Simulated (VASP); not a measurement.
Runs of VASP 6.6.1 on La. The structure is that of space group P6_3/mmc (No. 194), or close to it. The cells are those of the table. 

```tsv
task	level	cell	k mesh	cutoff (eV)	gap on the mesh (eV)	pressure (GPa)
single point	r2SCAN	a = 3.814, b = 3.814, c = 6.028 Å, angles 90.0, 90.0, 120.0°, 2 atoms	14 × 14 × 8	520	none	0.0
single point	r2SCAN	a = 3.792, b = 3.792, c = 5.994 Å, angles 90.0, 90.0, 120.0°, 2 atoms	14 × 14 × 8	520	none	(a)
single point	PBE	a = 3.751, b = 3.751, c = 6.127 Å, angles 90.0, 90.0, 120.0°, 2 atoms	6 × 6 × 4	520	none	0.3
relaxation of cell and atoms	PBE	relaxed from a = 3.751, b = 3.751, c = 6.127 Å, angles 90.0, 90.0, 120.0°, 2 atoms	6 × 6 × 4	600	none	0.0
```

Alike in all rows: potentials or basis VASP PAW PBE potentials, release 64 (La); no spin polarisation; smearing gaussian 0.05 eV.

Q: Fill in the values left out.

A: (a) 0.5.

Caveats: spin-orbit coupling is left out, which moves the levels of the heavy elements; the PAW data sets were made with another functional, which shifts forces and pressure a little (some runs).

A k mesh can miss the band edges, and the runs leave out spin-orbit coupling on La.

A gap of «none» marks levels without a gap at the run's occupations.
